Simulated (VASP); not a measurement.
A run of VASP 6.6.1 is set up as follows.

INCAR

```
  PREC = Accurate
  ENCUT = 600
  EDIFF = 1E-7
  ISMEAR = -1
  SIGMA = 0.15
  LREAL = F
  LASPH = T
  NELM = 100
  ALGO = Normal
  ISIF = 3
  LWAVE = F
  LCHARG = F
  GGA = PE
  IVDW = 12
  IBRION = 2
  NSW = 80
  EDIFFG = -0.001
```

File KPOINTS:

```
Automatic mesh
0
Gamma
  21 21 6
```

File POSCAR:

```
C
1.0
    2.4649634496      0.0000000000      0.0000000000
   -1.2324817248      2.1347209668      0.0000000000
    0.0000000000      0.0000000000      6.7405394105
C
4
Direct
    0.0000000000      0.0000000000      0.0025000117
    0.0000000000      0.0000000000      0.5025000117
    0.3333333333      0.6666666667      0.0024999883
    0.6666666667      0.3333333333      0.5024999883
```

Potentials or basis: VASP PAW PBE potentials, release 64 (C).

Run with:

```console
$ cat potpaw_PBE.64/C/POTCAR > POTCAR
$ mpirun -np 1 vasp_std > vasp.out
```

Task: Estimate the band gap on the k mesh.

Result: Zero (band 8 reaches 4.72 eV, above the bottom of band 9 at 4.70 eV).

Task: Estimate the relaxed volume.

Result: 8.78 Å³/atom.

Task: Estimate the space group after relaxing (to 0.05 Å).

Result: P6_3/mmc (No. 194).

Task: Estimate the dispersion energy per atom.

Result: -0.157 eV.

Final structure:
```xyz
4
Lattice="2.4652 0.0000 0.0000 -1.2326 2.1350 0.0000 0.0000 0.0000 6.6762" Properties=species:S:1:pos:R:3 pbc="T T T"
C     0.0000    0.0000    0.0167
C     0.0000    0.0000    3.3548
C     0.0000    1.4233    0.0167
C     1.2326    0.7117    3.3548
```
